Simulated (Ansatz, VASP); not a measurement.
# One calculation of TaN, two programs

```xyz
2
Lattice="0.0000 2.2086 2.2086 2.2086 0.0000 2.2086 2.2086 2.2086 0.0000" Properties=species:S:1:pos:R:3 pbc="T T T"
Ta    2.2086    2.2086    2.2086
N     0.0000    0.0000    0.0000
```

Alike in both runs: functional PBE; k mesh 16 × 16 × 16; occupations gaussian, width 0.1 eV; no spin polarisation.

Ansatz relaxed the structure, and its values are those at the end. VASP's run is a single point on that final structure, the one shown.

```csv
,VASP,Ansatz
version,VASP 6.6.1,Ansatz 0.2.0
potentials or method,"VASP PAW PBE potentials, release 64 (Ta_pv, N), cutoff 600 eV","scalar-relativistic, plane waves, PAW"
valence electrons in the cell,16,18
```

```csv
,VASP,Ansatz,Ansatz less VASP
gap on the k mesh at the Fermi level (eV),none,none,-
pressure (GPa),0.7,0.0,-0.67
```

A gap of «none» marks a metal or a gap that the smearing closes. VASP's potentials hold 16 valence electrons a cell and Ansatz's 18, so a difference there can come from the potentials and not from the codes.

Spin-orbit coupling is off throughout.
